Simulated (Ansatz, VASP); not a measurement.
**NaCl in VASP and in Ansatz**

```
Na Cl
1.0
     0.00000    2.80095    2.80095
     2.80095    0.00000    2.80095
     2.80095    2.80095    0.00000
Na Cl
1 1
Direct
  0.00000 0.00000 0.00000
  0.50000 0.50000 0.50000
```

Alike in both runs: functional PBEsol; k mesh 8 × 8 × 8; no spin polarisation.

Ansatz relaxed the structure, and its values are those at the end. VASP's run is a single point on that final structure, the one shown.

|  | VASP | Ansatz |
| --- | --- | --- |
| version | VASP 6.6.1 | Ansatz 0.2.0 |
| potentials or method | VASP PAW PBE potentials, release 64 (Na_pv, Cl), cutoff 520 eV | scalar-relativistic, plane waves, PAW |
| occupations | gaussian, width 0.01 eV | fixed |
| valence electrons in the cell | 14 | 16 |

|  | VASP | Ansatz | Ansatz less VASP |
| --- | --- | --- | --- |
| gap on the k mesh at the Fermi level (eV) | 5.01 | 5.01 | +0.004 |
| least direct gap on the mesh (eV) | 5.01 | 5.01 | +0.004 |
| pressure (GPa) | 0.0 | 0.0 | -0.02 |

VASP's potentials were made for PBE, not for PBEsol. VASP's potentials hold 14 valence electrons a cell and Ansatz's 16, so a difference there can come from the potentials and not from the codes.
